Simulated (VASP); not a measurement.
The system is AlNi.

```
Ni Al
1.0
     2.88100    0.00000    0.00000
     0.00000    2.88100    0.00000
     0.00000    0.00000    2.88100
Ni Al
1 1
Direct
  0.50000 0.50000 0.50000
  0.00000 0.00000 0.00000
```

| Quantity | Value |
| --- | --- |
| Program | VASP 6.6.1 |
| Task | relaxation of cell and atoms |
| Functional | BLYP |
| Potentials or basis | VASP PAW PBE potentials, release 64 (Ni, Al) |
| Cutoff | 600 eV |
| k mesh | 9 × 9 × 9 |
| Occupations | fermi-dirac, width 0.05 eV |
| Spin | collinear spin, ferromagnetic start |
| Starting moments | [1.0, 0.0] μB |

At the start: pressure 6.8 GPa; volume 11.96 Å³/atom.

Problem. Where does the relaxation end?

Solution. Over 3 steps the energy falls by 11.0 meV/atom and the volume is 12.49 Å³/atom (+4.5 %); space group Pm-3m (No. 221, to 0.1 Å) before and after; moment 0.00 μB per cell.

The path:
| step | energy change (eV) | largest force (eV/Å) | pressure (GPa) | volume (Å³) |
| --- | --- | --- | --- | --- |
| 1 | 0.0000 | 0.0000 | 6.83 | 23.91 |
| 2 | -0.0127 | 0.0000 | -3.92 | 25.72 |
| 3 | -0.0219 | 0.0000 | 0.02 | 24.98 |

Final structure:
```
Ni Al
1.0
     2.92337    0.00000    0.00000
     0.00000    2.92337    0.00000
     0.00000    0.00000    2.92337
Ni Al
1 1
Cartesian
  1.4617 1.4617 1.4617
  0.0000 0.0000 0.0000
```

Caveat: the PAW data sets were made with another functional, which shifts forces and pressure a little.
